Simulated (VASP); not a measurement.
Input of a VASP 6.6.1 run:

Contents of INCAR:

```
PREC     = Accurate       # precision mode
ENCUT    = 520            # plane-wave cutoff, eV
EDIFF    = 1E-6           # SCF threshold, eV
ISMEAR   = 0              # smearing method
SIGMA    = 0.1            # smearing width, eV
LREAL    = False          # projectors in reciprocal space
LASPH    = True           # aspherical terms in the spheres
NELM     = 60             # most SCF steps
ALGO     = Fast           # electronic algorithm
ISIF     = 2              # what is computed and relaxed
LWAVE    = False          # write WAVECAR
LCHARG   = False          # write CHGCAR
GGA      = PS             # functional
NBANDS   = 26             # bands
```

KPOINTS

```
Automatic mesh
0
Gamma
  12 12 4
```

File POSCAR:

```
Cs
1.0
    5.3666386631      0.0000000000      0.0000000000
   -2.6833193315      4.6476454151      0.0000000000
    0.0000000000      0.0000000000     18.3355888184
Cs
4
Direct
    0.0000000000      0.0000000000      0.0000000000
    0.3333333333      0.6666666667      0.2500000000
    0.0000000000      0.0000000000      0.5000000000
    0.6666666667      0.3333333333      0.7500000000
```

Potentials or basis: VASP PAW PBE potentials, release 64 (Cs_sv).

Run with:

```console
$ cat potpaw_PBE.64/Cs_sv/POTCAR > POTCAR
$ mpirun -np 1 vasp_std > vasp.out
```

**Question.** What does it give for the band gap on the k mesh?

**Answer.** Zero (bands 18 and 19 overlap by 1.84 eV).

**Question.** Estimate the pressure.

**Answer.** -0.1 GPa.

Stress tensor (GPa, compression positive):
```
-0.04  0.00  0.00
 0.00 -0.04  0.00
 0.00  0.00 -0.19
```

Caveat: the cell differs from its parent crystal (strain along c alone, the other axes held: +4.5 %); the PAW data sets were made with another functional, which shifts forces and pressure a little; spin-orbit coupling is left out, which moves the levels of the heavy elements.
